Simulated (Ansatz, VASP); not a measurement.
# Two plane-wave programs on MoS2

Contents of INCAR:

```
SYSTEM = MoS2
PREC = Accurate
ENCUT = 500
EDIFF = 1E-6
ISMEAR = 0
SIGMA = 0.01
LREAL = .FALSE.
LASPH = .TRUE.
NELM = 120
ALGO = Normal
ISIF = 2
LWAVE = .FALSE.
LCHARG = .FALSE.
GGA = PE
NBANDS = 20
GGA_COMPAT = .FALSE.
```

Contents of KPOINTS:

```
Automatic mesh
0
G
  3 3 3
  0 0 0
```

The input POSCAR:

```
MoS2
1.0
    1.5312841100      0.8840879300      5.9345351000
   -1.5312841100      0.8840879300      5.9345351000
    0.0000000000     -1.7681748300      5.9345351000
Mo S
1 2
Direct
    0.0044212452      0.0044212452      0.0044212452
    0.2477000000      0.2477000000      0.2477000000
    0.4190000000      0.4190000000      0.4190000000
```

Input for Ansatz:

```yaml
crystal:
  lattice:
    - [1.53128411, 0.88408793, 5.9345351]
    - [-1.53128411, 0.88408793, 5.9345351]
    - [0.0, -1.76817483, 5.9345351]
  atoms:
    - { symbol: Mo, position: [0.0044212452, 0.0044212452, 0.0044212452] }
    - { symbol: S, position: [0.2477, 0.2477, 0.2477] }
    - { symbol: S, position: [0.419, 0.419, 0.419] }
basis:
  precision: f64
  xc_grid: 2
  ecutwfc: 700
  ecutrho_ratio: 4
kpoints:
  mp_grid: { grid: [3, 3, 3], shift: [0, 0, 0] }
hamiltonian:
  xc: pbe
  dispersion: none
  pseudopotentials:
    kind: paw
    azcp:
      Mo: "pseudopotentials/Mo.paw.azcp"
      S: "pseudopotentials/S.paw.azcp"
magnetization:
  spin_polarized: false
scf:
  lower_state_search: "off"
  max_iter: 200
  occupations: { method: fixed }
  convergence: { dr2_threshold: "1e-10 eV" }
output:
  forces: true
  stress: true
  eigenvalues: true
```

Alike in both runs: task single point; functional PBE; k mesh 3 × 3 × 3; no spin polarisation.

|  | VASP | Ansatz |
| --- | --- | --- |
| version | VASP 6.6.1 | Ansatz 0.2.0-dev |
| potentials or method | VASP PAW PBE potentials, release 64 (Mo_sv, S), cutoff 500 eV | hard PAW set made for 700 eV |
| occupations | gaussian, width 0.01 eV | fixed |

```tsv
	VASP	Ansatz	Ansatz less VASP
gap on the k mesh at the Fermi level (eV)	1.23	1.21	-0.021
rms of the force components (eV/Å)	1.361	1.370	+0.0084
```

Atom by atom the forces differ by 0.012 eV/Å (rms over components).

The k mesh is coarse, so the values compare programs but aren't converged.
